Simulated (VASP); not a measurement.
Here is a VASP 6.6.1 calculation.

File INCAR:

```
  ALGO = Normal
  EDIFF = 1E-6
  ENCUT = 520
  GGA = PS
  ISIF = 2
  ISMEAR = -1
  LASPH = True
  LCHARG = False
  LREAL = False
  LWAVE = False
  NBANDS = 18
  NELM = 60
  PREC = Accurate
  SIGMA = 0.05
```

File KPOINTS:

```
k-points
0
Gamma
  12 12 7
```

Contents of POSCAR:

```
Cu
1.0
    2.4441867992      0.0000000000      0.0000000000
   -1.2220933996      2.1167278597      0.0000000000
    0.0000000000      0.0000000000      3.9844554946
Cu
2
Direct
    0.6666666667      0.3333333333      0.7500000000
    0.3333333333      0.6666666667      0.2500000000
```

Potentials or basis: VASP PAW PBE potentials, release 64 (Cu).

Run with:

```bash
$ cat potpaw_PBE.64/Cu/POTCAR > POTCAR
$ mpirun -np 1 vasp_std > vasp.out
```

Problem. Predict the pressure.

Solution. 20.7 GPa.

Problem. Predict the band gap on the k mesh.

Solution. Zero (bands 11 and 12 overlap by 6.39 eV).

Caveat: the cell stands under pressure; the PAW data sets were made with another functional, which shifts forces and pressure a little.
